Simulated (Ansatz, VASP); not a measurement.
# Two plane-wave programs on ScAlTlAs3

```
CELL_PARAMETERS angstrom
6.04238 0.00000 0.00000
-3.02119 5.23285 0.00000
0.00000 0.00000 4.44263
ATOMIC_POSITIONS crystal
Sc 0.33333 0.66667 0.00000
Al 0.00000 0.00000 0.00000
Tl 0.66667 0.33333 0.00000
As 0.66505 0.83253 0.50000
As 0.16747 0.83253 0.50000
As 0.16747 0.33495 0.50000
```

Change from the starting cell: species swapped into the LaAlCuNi3 type (P-6m2, No. 187).

Alike in both runs: task single point; functional PBE; k mesh 3 × 3 × 4; occupations gaussian, width 0.1 eV; no spin polarisation.

|  | VASP | Ansatz |
| --- | --- | --- |
| version | VASP 6.6.1 | Ansatz 0.2.0 |
| potentials or method | VASP PAW PBE potentials, release 64 (Sc_sv, Al, Tl_d, As), cutoff 520 eV | scalar-relativistic, plane waves, PAW |
| valence electrons in the cell | 42 | 72 |

|  | VASP | Ansatz | Ansatz less VASP |
| --- | --- | --- | --- |
| gap on the k mesh at the Fermi level (eV) | none | none | - |
| pressure (GPa) | -2.6 | -2.7 | -0.08 |
| traceless stress, the component that is largest in VASP (GPa) | -4.46 | -4.53 | -0.073 |
| rms of the force components (eV/Å) | 0.193 | 0.189 | -0.0041 |

Atom by atom the forces differ by 0.004 eV/Å (rms over components). A gap of «none» marks a metal or a gap that the smearing closes. VASP's potentials hold 42 valence electrons a cell and Ansatz's 72, so a difference there can come from the potentials and not from the codes.

The k mesh is coarse, so the values compare programs but aren't converged. Neither program's run includes spin-orbit coupling.
